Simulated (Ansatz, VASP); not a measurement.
## One calculation of Au, two programs

```
CELL_PARAMETERS angstrom
0.00000 1.98413 1.98413
1.98413 0.00000 1.98413
1.98413 1.98413 0.00000
ATOMIC_POSITIONS crystal
Au 0.00000 0.00000 0.00000
```

Change from the starting cell: strain -0.030 along x and y, -0.030 along z, atoms carried along.

Alike in both runs: task single point; functional PBEsol; k mesh 20 × 20 × 20; occupations gaussian, width 0.15 eV; no spin polarisation.

```csv
,VASP,Ansatz
version,VASP 6.6.1,Ansatz 0.2.0
potentials or method,"VASP PAW PBE potentials, release 64 (Au), cutoff 520 eV","scalar-relativistic, plane waves, PAW"
valence electrons in the cell,11,19
```

```csv
,VASP,Ansatz,Ansatz less VASP
gap on the k mesh at the Fermi level (eV),none,none,-
pressure (GPa),18.7,19.1,+0.37
```

VASP's potentials were made for PBE, not for PBEsol. A gap of «none» marks a metal or a gap that the smearing closes. With one functional, cell and mesh, what is left measures potentials, basis and numerics. VASP's potentials hold 11 valence electrons a cell and Ansatz's 19, so a difference there can come from the potentials and not from the codes.

Spin-orbit coupling is off throughout.
